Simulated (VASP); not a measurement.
# P (I4/mcm) in VASP: a series of runs, part 2 of 2

VASP 6.6.1. Earlier steps stand in the parts before.

### 3 Single point, PBE

This run uses another cell than the first one, of 20.67 Å³/atom.

File INCAR:

```
SYSTEM = P
PREC = Accurate
ENCUT = 520
EDIFF = 1E-7
ISMEAR = 0
SIGMA = 0.1
LREAL = .FALSE.
LASPH = .TRUE.
NELM = 60
ALGO = Normal
ISIF = 2
LWAVE = .FALSE.
LCHARG = .FALSE.
GGA = PE
NBANDS = 30
```

File KPOINTS:

```
Automatic mesh
0
G
  4 4 4
  0 0 0
```

File POSCAR:

```
P
1.0
   -4.1095907592      4.1095907592      2.4475759753
    4.1095907592     -4.1095907592      2.4475759753
    4.1095907592      4.1095907592     -2.4475759753
P
8
Direct
    0.5777055909      0.0777055909      0.1996768491
    0.8780287418      0.3780287418      0.8003231509
    0.0777055909      0.8780287418      0.5000000000
    0.3780287418      0.5777055909      0.5000000000
    0.6219712582      0.4222944091      0.5000000000
    0.9222944091      0.1219712582      0.5000000000
    0.1219712582      0.6219712582      0.1996768491
    0.4222944091      0.9222944091      0.8003231509
```

Potentials or basis: VASP PAW PBE potentials, release 64 (P).

Run with:

```console
cat potpaw_PBE.64/P/POTCAR > POTCAR
mpirun -np 1 vasp_std > vasp.out
```

OUTCAR:

```text
SYSTEM = P
   PREC = Accurate
   ENCUT = 520
   EDIFF = 1E-7
   ISMEAR = 0
   LREAL = .FALSE.
   LASPH = .TRUE.
   NELM = 60
   ISIF = 2
   GGA = PE

 ion  position               nearest neighbor table
   1  0.578  0.078  0.200-   7 2.23   8 2.33   5 2.48   6 2.48   7 2.66
   2  0.878  0.378  0.800-   8 2.23   7 2.33   5 2.48   6 2.48   8 2.66
   3  0.078  0.878  0.500-   5 2.23   6 2.33   7 2.48   8 2.48   5 2.66
   4  0.378  0.578  0.500-   6 2.23   5 2.33   7 2.48   8 2.48   6 2.66
   5  0.622  0.422  0.500-   3 2.23   4 2.33   2 2.48   1 2.48   3 2.66
   6  0.922  0.122  0.500-   4 2.23   3 2.33   2 2.48   1 2.48   4 2.66
[... 633 lines left out ...]
  in kB       -0.7237183     -0.7237183     -3.7013115      0.0000000     -0.0000000      0.0000000
  external PRESSURE =      -1.7162494 kB  Pullay stress =       0.0000000 kB

 VOLUME and BASIS-vectors are now :
 -----------------------------------------------------------------------------
  energy-cutoff  :      520.00
  volume of cell :      165.35
      direct lattice vectors                 reciprocal lattice vectors
    -4.109590759  4.109590759  2.447575975     0.000000000  0.121666616  0.204283751
     4.109590759 -4.109590759  2.447575975     0.121666616  0.000000000  0.204283751
     4.109590759  4.109590759 -2.447575975     0.121666616  0.121666616  0.000000000

 POSITION                                       TOTAL-FORCE (eV/Angst)
 -----------------------------------------------------------------------------------
     -1.23421      2.87539      1.11544         0.000194      0.000194     -0.044759
      1.23421      5.34380      1.11544        -0.000194     -0.000194     -0.044759
      5.34380     -1.23421      1.11544        -0.000194      0.000194     -0.044759
      2.87539      1.23421      1.11544         0.000194     -0.000194     -0.044759
      1.23421      2.87539      1.33213        -0.000194      0.000194      0.044759
     -1.23421      5.34380      1.33213         0.000194     -0.000194      0.044759
      2.87539     -1.23421      1.33213         0.000194      0.000194      0.044759
      5.34380      1.23421      1.33213        -0.000194     -0.000194      0.044759
 -----------------------------------------------------------------------------------
    total drift:                               -0.000000     -0.000000      0.000000

  FREE ENERGIE OF THE ION-ELECTRON SYSTEM (eV)
  ---------------------------------------------------
  free  energy   TOTEN  =       -41.0718896409 eV

  energy  without entropy=      -41.0583501590  energy(sigma->0) =      -41.06511990
```

OSZICAR:

```text
N       E                     dE             d eps       ncg     rms          rms(c)
DAV:   1     0.159057119582E+03    0.15906E+03   -0.16519E+04   780   0.114E+03
DAV:   2    -0.276217037990E+02   -0.18668E+03   -0.17935E+03   980   0.189E+02
DAV:   3    -0.410297145034E+02   -0.13408E+02   -0.13133E+02  1024   0.502E+01
DAV:   4    -0.413406055527E+02   -0.31089E+00   -0.30741E+00  1066   0.838E+00
DAV:   5    -0.413479248925E+02   -0.73193E-02   -0.73096E-02  1080   0.122E+00    0.137E+01
DAV:   6    -0.411596739655E+02    0.18825E+00   -0.11736E-01   954   0.136E+00    0.810E+00
DAV:   7    -0.410657614072E+02    0.93913E-01   -0.25544E-01   904   0.198E+00    0.309E-01
DAV:   8    -0.410702155564E+02   -0.44541E-02   -0.23655E-02   952   0.733E-01    0.275E-01
DAV:   9    -0.410707243613E+02   -0.50880E-03   -0.98138E-04  1130   0.147E-01    0.174E-01
DAV:  10    -0.410718623759E+02   -0.11380E-02   -0.11610E-03   866   0.137E-01    0.116E-01
DAV:  11    -0.410718424632E+02    0.19913E-04   -0.72179E-05  1002   0.396E-02    0.295E-02
DAV:  12    -0.410718889976E+02   -0.46534E-04   -0.11695E-04   864   0.459E-02    0.652E-02
DAV:  13    -0.410718888291E+02    0.16849E-06   -0.94315E-06  1024   0.149E-02    0.179E-02
DAV:  14    -0.410718892387E+02   -0.40963E-06   -0.64950E-07   962   0.387E-03    0.676E-03
DAV:  15    -0.410718895736E+02   -0.33484E-06   -0.37304E-07   852   0.286E-03    0.956E-04
DAV:  16    -0.410718896409E+02   -0.67313E-07   -0.83667E-08   652   0.144E-03
   1 F= -.41071890E+02 E0= -.41065120E+02  d E =-.135395E-01
```

Wall time 57 s (1 thread of AMD EPYC 9R45 (Zen 5), shared host); peak memory 0.28 GiB.

What came out:

| Item | Value |
| --- | --- |
| Free energy | -41.0719 eV |
| Pressure | -0.2 GPa |
| Largest force | 0.045 eV/Å |
| Band gap on the k mesh | zero (bands 20 and 21 overlap by 0.32 eV) |

Forces on the atoms (eV/Å):
```
P    0.000  0.000 -0.045
P    0.000  0.000 -0.045
P    0.000  0.000 -0.045
P    0.000  0.000 -0.045
P    0.000  0.000  0.045
P    0.000  0.000  0.045
P    0.000  0.000  0.045
P    0.000  0.000  0.045
```

Stress tensor (GPa, compression positive):
```
-0.07  0.00  0.00
 0.00 -0.07  0.00
 0.00  0.00 -0.37
```

Levels at points of the mesh, in eV from the Fermi level:
| k point | band 17 | band 18 | band 19 | band 20 | band 21 | band 22 | band 23 | band 24 |
| --- | --- | --- | --- | --- | --- | --- | --- | --- |
| (0.00, 0.00, 0.00) | -2.88 | -2.69 | -2.69 | -0.11 | 1.36 | 1.36 | 1.57 | 1.69 |
| (0.50, 0.00, 0.00) | -1.82 | -1.82 | -0.94 | -0.94 | 0.21 | 0.21 | 1.02 | 1.02 |
| (0.50, 0.50, 0.00) | -2.52 | -2.37 | -1.17 | -0.58 | 0.33 | 1.46 | 1.95 | 2.09 |
| (0.50, 0.50, 0.50) | -2.18 | -1.81 | -1.22 | 0.26 | 0.26 | 0.66 | 0.66 | 1.09 |

Caveat: the k points lie up to 0.37 Å⁻¹ apart.

### 4 Relaxation of cell and atoms, PBE

File INCAR:

```
ALGO = Normal
EDIFF = 1E-6
EDIFFG = -0.04
ENCUT = 600
GGA = PE
IBRION = 2
ISIF = 3
ISMEAR = 0
LASPH = T
LCHARG = F
LREAL = F
LWAVE = F
NELM = 60
NSW = 90
PREC = Accurate
SIGMA = 0.1
```

File KPOINTS:

```
k-points
0
Gamma
  4 4 4
```

File POSCAR:

```
P
1.0
   -3.4433857600      3.4433857600      2.8412167200
    3.4433857600     -3.4433857600      2.8412167200
    3.4433857600      3.4433857600     -2.8412167200
P
8
Direct
    0.5385858800      0.0385858800      0.2035503400
    0.8350355400      0.3350355400      0.7964496600
    0.0385858800      0.8350355400      0.5000000000
    0.3350355400      0.5385858800      0.5000000000
    0.6649644600      0.4614141200      0.5000000000
    0.9614141200      0.1649644600      0.5000000000
    0.1649644600      0.6649644600      0.2035503400
    0.4614141200      0.9614141200      0.7964496600
```

Run with:

```console
cat potpaw_PBE.64/P/POTCAR > POTCAR
mpirun -np 1 vasp_std > vasp.out
```

Run time: 15 min. Hardware: 1 thread of AMD EPYC 9R45 (Zen 5), shared host; peak memory 0.3 GiB.

The run converged. Its results:

```
Free energy                           : -41.0663 eV
Relaxed volume                        : 20.70 Å³/atom
Relaxed cell                          : a = 6.311 Å, b = 6.311 Å, c = 6.311 Å, α = 98.65°, β = 98.65°, γ = 134.36°
Space group after relaxing (to 0.1 Å) : I4/mcm (No. 140)
Energy gained by relaxing             : 680.8 meV/atom
Ionic steps                           : 36
Pressure after relaxing               : -0.1 GPa
Largest force after relaxing          : 0.029 eV/Å
Band gap on the k mesh                : zero (bands 20 and 21 overlap by 0.32 eV)
```

Forces on the atoms (eV/Å):
```
P    0.020  0.020  0.008
P   -0.020 -0.020  0.008
P   -0.020  0.020  0.008
P    0.020 -0.020  0.008
P   -0.020  0.020 -0.008
P    0.020 -0.020 -0.008
P    0.020  0.020 -0.008
P   -0.020 -0.020 -0.008
```

Stress tensor (GPa, compression positive):
```
-0.18  0.00  0.00
 0.00 -0.18  0.00
 0.00  0.00  0.12
```

Step by step:
```csv
step,energy change (eV),largest force (eV/Å),pressure (GPa),volume (Å³)
1,0.0000,1.1120,22.34,134.75
2,-3.4266,0.2166,0.80,185.85
3,-3.4483,0.2588,-1.62,196.51
4,-3.4587,0.2401,-0.84,192.77
5,-3.7467,0.3000,-0.19,191.95
6,-2.3298,5.1627,11.04,187.35
7,-3.8373,0.5191,0.29,191.53
8,-3.8569,1.2783,1.92,190.58
9,-3.8767,0.9119,1.12,191.02
10,-4.0269,1.0500,0.89,192.55
11,-4.2968,1.5224,1.21,196.39
12,-4.4658,1.2218,0.13,198.17
13,-4.6838,0.2971,-2.94,203.44
14,-4.7499,0.2320,-2.63,200.67
15,-4.8874,0.2276,-1.44,192.51
16,-4.7116,1.3684,3.09,176.85
17,-4.9105,0.3689,-0.66,188.98
18,-4.9118,0.4257,-0.42,187.94
19,-4.9476,0.4284,-0.56,186.24
20,-5.0567,0.5183,-0.96,181.19
21,-5.2247,0.4458,-0.96,171.35
22,-4.6828,0.6510,4.56,152.64
23,-5.2227,0.4488,-0.66,169.40
24,-5.2427,0.4160,-0.56,168.64
25,-5.2969,0.3481,-0.23,166.36
26,-5.3569,0.0913,0.96,161.86
27,-5.3579,0.0524,1.20,161.15
28,-5.3839,0.0465,1.08,161.68
29,-5.4314,0.0897,0.76,163.28
30,-5.3971,0.2502,0.35,166.43
31,-5.4395,0.1376,0.62,164.24
32,-5.4422,0.1060,0.38,164.70
33,-5.4445,0.0549,-0.29,166.09
34,-5.4448,0.0558,-0.14,165.76
35,-5.4453,0.0485,-0.12,165.72
36,-5.4463,0.0291,-0.08,165.62
```

Final structure:
```xyz
8
Lattice="-4.1131 4.1131 2.4475 4.1131 -4.1131 2.4475 4.1131 4.1131 -2.4475" Properties=species:S:1:pos:R:3 pbc="T T T"
P    -1.2376    2.8754    1.1113
P     1.2376    5.3507    1.1113
P     5.3507   -1.2376    1.1113
P     2.8754    1.2376    1.1113
P     1.2376    2.8754    1.3362
P    -1.2376    5.3507    1.3362
P     2.8754   -1.2376    1.3362
P     5.3507    1.2376    1.3362
```

Levels at points of the mesh, in eV from the Fermi level:
```tsv
k point	band 18	band 19	band 20	band 21	band 22	band 23
(0.00, 0.00, 0.00)	-2.66	-2.66	-0.13	1.37	1.37	1.52
(0.50, 0.00, 0.00)	-1.80	-0.93	-0.93	0.21	0.21	1.06
(0.50, 0.50, 0.00)	-2.36	-1.16	-0.56	0.30	1.46	1.93
(0.50, 0.50, 0.50)	-1.76	-1.26	0.26	0.26	0.65	0.65
```

Caveat: the volume moved by over 15 % at a fixed basis, so the end points are rough.

### 5 Summary

```tsv
task	cell	cutoff (eV)	gap on the mesh (eV)	pressure (GPa)	largest force (eV/Å)
single point	a = 5.638 Å, angles 104.7, 104.7, 119.5°, 8 atoms, atomic positions A	520	none	22.3	1.11
single point	a = 6.306 Å, angles 98.7, 98.7, 134.3°, 8 atoms, atomic positions B	520	none	-0.2	0.04
relaxation of cell and atoms	relaxed from a = 5.638 Å, angles 104.7, 104.7, 119.5°, 8 atoms, atomic positions A	600	none	-0.1	0.03
```

Alike in all rows: level PBE; potentials or basis VASP PAW PBE potentials, release 64 (P); no spin polarisation; k mesh 4 × 4 × 4; smearing gaussian 0.1 eV.

Caveats: some runs use coarse meshes; the stress differs along the axes, from 17 to 25 GPa (at least some runs); forces of over 1 eV/Å act on the atoms, so gaps and moduli don't describe the material at rest (at least some runs); the volume moved by over 15 % at a fixed basis, so the end points are rough (at least some runs).

Total energies depend on the potentials used, so only differences within one code and one set of settings carry meaning.
